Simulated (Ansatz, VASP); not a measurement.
**NaCl in VASP and in Ansatz**

```
Na Cl
1.0
     3.53399    0.00000    0.00000
     0.00000    3.58652    0.00000
     0.00000    0.00000    3.58652
Na Cl
1 1
Direct
  0.00000 0.00000 0.00000
  0.50000 0.50000 0.50000
```

Alike in both runs: task single point; functional PBE; k mesh 6 × 6 × 6; occupations gaussian, width 0.02 eV; no spin polarisation.

```csv
,VASP,Ansatz
version,VASP 6.6.1,Ansatz 0.2.0
potentials or method,"VASP PAW PBE potentials, release 64 (Na_pv, Cl), cutoff 520 eV","scalar-relativistic, plane waves, PAW"
valence electrons in the cell,14,16
```

|  | VASP | Ansatz | Ansatz less VASP |
| --- | --- | --- | --- |
| gap on the k mesh at the Fermi level (eV) | 3.74 | 3.74 | 0.000 |
| least direct gap on the mesh (eV) | 4.16 | 4.16 | 0.000 |
| pressure (GPa) | -1.2 | -1.2 | +0.05 |
| traceless stress, the component that is largest in VASP (GPa) | 0.68 | 0.68 | 0.000 |

The functional is the same, so the differences come from potentials, cutoffs and numerics. VASP's potentials hold 14 valence electrons a cell and Ansatz's 16, so a difference there can come from the potentials and not from the codes.
